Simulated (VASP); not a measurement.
Write the native input for VASP 6.6.1 that does the following.

```
Task                   : single point
Functional             : PBE
Potentials or basis    : VASP PAW PBE potentials, release 64 (Pb_d, Ti_sv)
Cutoff                 : 520 eV
k mesh                 : 8 × 8 × 8
Occupations            : gaussian, width 0.0202 eV
Spin                   : no spin polarisation
Dipole correction      : no
Further INCAR settings : ALGO = Normal; EDIFF = 1e-07; NBANDS = 49
```

The structure of TiPb2 lies in POSCAR:

```
TiPb2
1.0
   -3.4599940000      3.4599940000      3.0225590000
    3.4599940000     -3.4599940000      3.0225590000
    3.4599940000      3.4599940000     -3.0225590000
Pb Ti
4 2
Direct
    0.6515600000      0.1515600000      0.8031200000
    0.1515600000      0.3484400000      0.5000000000
    0.3484400000      0.8484400000      0.1968800000
    0.8484400000      0.6515600000      0.5000000000
    0.2500000000      0.2500000000      0.0000000000
    0.7500000000      0.7500000000      0.0000000000
```

The input as run:

INCAR

```
SYSTEM = TiPb2
PREC     = Accurate       ! precision mode
ENCUT    = 520            ! plane-wave cutoff, eV
EDIFF    = 1E-7           ! SCF threshold, eV
ISMEAR   = 0              ! smearing method
SIGMA    = 0.0202         ! smearing width, eV
LREAL    = .False.        ! projectors in reciprocal space
LASPH    = .True.         ! aspherical terms in the spheres
NELM     = 60             ! most SCF steps
ALGO     = Normal         ! electronic algorithm
ISIF     = 2              ! what is computed and relaxed
LWAVE    = .False.        ! write WAVECAR
LCHARG   = .False.        ! write CHGCAR
GGA      = PE             ! functional
NBANDS   = 49             ! bands
```

KPOINTS

```
Automatic mesh
0
Gamma
  8 8 8
  0 0 0
```

Potentials or basis: VASP PAW PBE potentials, release 64 (Pb_d, Ti_sv).

The run is started by

```bash
$ cat potpaw_PBE.64/Pb_d/POTCAR potpaw_PBE.64/Ti_sv/POTCAR > POTCAR
$ mpirun -np 1 vasp_std > vasp.out
```

Results of the run:

* Pressure: 1.6 GPa
* Largest force: 1.210 eV/Å
* Band gap on the k mesh: zero (bands 40 and 41 overlap by 1.15 eV)

Caveat: the stress differs along the axes, from -3 to 4 GPa; spin-orbit coupling is left out, which moves the levels of the heavy elements; forces of over 1 eV/Å act on the atoms, so gaps and moduli don't describe the material at rest.

Run time: 10 min on 1 thread of Intel(R) Xeon(R) Platinum 8375C CPU @ 2.90GHz (Ice Lake), on a shared host, peak memory 0.52 GiB.
